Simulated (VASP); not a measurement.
# S (Im-3m) in VASP: a series of runs, part 2 of 2

VASP 6.6.1. Earlier steps stand in the parts before.

## 4. Single point, PBE

This run uses another cell than the first one, of 16.37 Å³/atom.

INCAR

```
PREC = Accurate
ENCUT = 500
EDIFF = 1E-6
ISMEAR = 0
SIGMA = 0.05
LREAL = False
LASPH = True
NELM = 120
ALGO = Normal
ISIF = 2
LWAVE = False
LCHARG = True
GGA = PE
LELF = True
LVHAR = True
NBANDS = 9
GGA_COMPAT = False
```

KPOINTS

```
Automatic mesh
0
Gamma
  10 10 10
```

POSCAR

```
S
1.0
   -1.5996682176      1.5996682176      1.5996682176
    1.5996682176     -1.5996682176      1.5996682176
    1.5996682176      1.5996682176     -1.5996682176
S
1
Direct
    0.0000000000      0.0000000000      0.0000000000
```

Potentials or basis: VASP PAW PBE potentials, release 64 (S).

Run with:

```sh
cat potpaw_PBE.64/S/POTCAR > POTCAR
mpirun -np 1 vasp_std > vasp.out
```

OUTCAR:

```text
PREC = Accurate
   ENCUT = 500
   EDIFF = 1E-6
   ISMEAR = 0
   LREAL = False
   LASPH = True
   NELM = 120
   ISIF = 2
   GGA = PE

 ion  position               nearest neighbor table
   1  0.000  0.000  0.000-

  LATTYP: Found a body centered cubic cell.
 ALAT       =     3.1993364352

  Lattice vectors:

 A1 = (  -1.5996682176,   1.5996682176,   1.5996682176)
 A2 = (   1.5996682176,  -1.5996682176,   1.5996682176)
 A3 = (   1.5996682176,   1.5996682176,  -1.5996682176)

Analysis of symmetry for initial positions (statically):
=====================================================================
 Subroutine PRICEL returns:
 Original cell was already a primitive cell.

 Routine SETGRP: Setting up the symmetry group for a
 body centered cubic supercell.

 Subroutine GETGRP returns: Found 48 space group operations
 (whereof 48 operations were pure point group operations)
 out of a pool of 48 trial point group operations.

The static configuration has the point symmetry O_h .

Analysis of symmetry for dynamics (positions and initial velocities):
=====================================================================
 Subroutine PRICEL returns:
 Original cell was already a primitive cell.

 Routine SETGRP: Setting up the symmetry group for a
 body centered cubic supercell.

 Subroutine GETGRP returns: Found 48 space group operations
 (whereof 48 operations were pure point group operations)
 out of a pool of 48 trial point group operations.

The dynamic configuration has the point symmetry O_h .

 Subroutine INISYM returns: Found 48 space group operations
 (whereof 48 operations are pure point group operations),
 and found     1 'primitive' translations

----------------------------------------------------------------------------------------

                                     Primitive cell

  volume of cell :      16.3738
[... 103 lines left out ...]
   EFERMI_NEDOS =   21; number of points for ismear=-14 and -15
   IALGO  =     38    algorithm
   IMIX   =      4    mixing-type and parameters
     AMIX     =   0.40;   BMIX     =  1.00
     AMIX_MAG =   1.60;   BMIX_MAG =  1.00
  volume/ion in A,a.u.               =      16.37       110.50
  Fermi-wavevector in a.u.,A,eV,Ry     =   1.171499  2.213813 18.672777  1.372410
  Thomas-Fermi vector in A             =   2.307942
   LORBIT       =      0    0 simple, 1 ext, 2 COOP (PROOUT), +10 PAW based schemes
   GGA     = PE    functional components
   LHFCALC =     F    Hartree Fock is set to
   AEXX    =    0.0000 exact exchange contribution
   IVDW    =     0    specifies the selected vdW correction
   LEPSILON=     F    determine dielectric tensor
   LRPA    =     F    only Hartree local field effects (RPA)
 non-spin polarized calculation
 Gauss-broadening in eV      SIGMA  =   0.05
  energy-cutoff  :      500.00
  volume of cell :       16.37
 maximum number of plane-waves:       429
   NGX = 11   NGY = 11   NGZ = 11

 number of electron       5.9999998 magnetization

 Free energy of the ion-electron system (eV)
  ---------------------------------------------------
  ext. energy  EPLUGINS =         0.00000000
  ---------------------------------------------------
  free energy    TOTEN  =        -2.96740215 eV

  energy without entropy =       -2.96563229  energy(sigma->0) =       -2.96651722

 E-fermi :   6.9637     XC(G=0): -11.0044

 val. band max:        6.9578150391   @ k =  -0.4000   0.4000   0.2000
 cond. band min:       6.9827545061   @ k =  -0.3000   0.3000   0.2000
 fundamental gap:      0.0249394670
 Fermi energy:         6.9636681251

 k-point     1 :       0.0000    0.0000    0.0000
  band No.  band energies     occupation
      1      -9.4037      2.00000
      2       9.9938      0.00000
      3       9.9938      0.00000
      4       9.9938      0.00000
      5      19.3457      0.00000
      6      19.3457      0.00000
      7      19.3457      0.00000
      8      21.0021      0.00000
      9      22.9538      0.00000
[... 265 lines left out ...]
 k-point    24 :      -0.3000    0.3000    0.1000
  band No.  band energies     occupation
      1      -7.1129      2.00000
      2       3.7702      2.00000
      3       7.3474      0.00000
      4       8.6906      0.00000
      5      16.4068      0.00000
      6      17.4569      0.00000
      7      20.0930      0.00000
      8      24.4829      0.00000
      9      25.2016      0.00000

 [... further k-points ...]
[... 5 lines left out ...]
  --------------------------------------------------------------------------------------
  -------------------------------------------------------------------------------------
  Total       -0.3665440     -0.3665440     -0.3665440      0.0000000     -0.0000000     -0.0000000
  in kB      -35.8663342    -35.8663342    -35.8663342      0.0000000     -0.0000000     -0.0000000
  external PRESSURE =     -35.8663342 kB  Pullay stress =       0.0000000 kB

 VOLUME and BASIS-vectors are now :
 -----------------------------------------------------------------------------
  energy-cutoff  :      500.00
  volume of cell :       16.37
      direct lattice vectors                 reciprocal lattice vectors
    -1.599668218  1.599668218  1.599668218     0.000000000  0.312564815  0.312564815
     1.599668218 -1.599668218  1.599668218     0.312564815  0.000000000  0.312564815
     1.599668218  1.599668218 -1.599668218     0.312564815  0.312564815  0.000000000

 POSITION                                       TOTAL-FORCE (eV/Angst)
 -----------------------------------------------------------------------------------
      0.00000      0.00000      0.00000         0.000000      0.000000      0.000000
 -----------------------------------------------------------------------------------
    total drift:                                0.000000      0.000000      0.000000

  FREE ENERGIE OF THE ION-ELECTRON SYSTEM (eV)
  ---------------------------------------------------
  free  energy   TOTEN  =        -2.9674021535 eV

  energy  without entropy=       -2.9656322906  energy(sigma->0) =       -2.96651722
```

stdout:

```text
POSCAR found type information on POSCAR S
 POSCAR found :  1 types and       1 ions
 scaLAPACK will be used
 LDA part: xc-table for (Slater+PW92), standard interpolation
 POSCAR, INCAR and KPOINTS ok, starting setup
 FFT: planning ... GRIDC
 FFT: planning ... GRID_SOFT
 FFT: planning ... GRID
 WAVECAR not read
 entering main loop
```

It took 7.7 s on 1 thread of AMD EPYC 7R43 (Zen 3), shared host; peak memory 0.08 GiB.

Results:

| Quantity | Value |
| --- | --- |
| Free energy | -2.9674 eV |
| Pressure | -3.6 GPa |
| Band gap on the k mesh | zero (bands 3 and 4 overlap by 6.29 eV) |

Caveat: the cell stands under tension.

## 5. The runs side by side

| cell | gap on the mesh (eV) | pressure (GPa) |
| --- | --- | --- |
| a = 2.734 Å, angles 109.5°, 1 atom | none | -0.5 |
| a = 2.752 Å, angles 109.5°, 1 atom | none | -2.1 |
| a = 2.771 Å, angles 109.5°, 1 atom | none | -3.6 |

Alike in all rows: task single point; level PBE; potentials or basis VASP PAW PBE potentials, release 64 (S); no spin polarisation; k mesh 10 × 10 × 10; cutoff (eV) 500; smearing gaussian 0.05 eV.

Caveats: the cell stands under tension (at least some runs).

Total energies depend on the potentials used, so only differences within one code and one set of settings carry meaning.
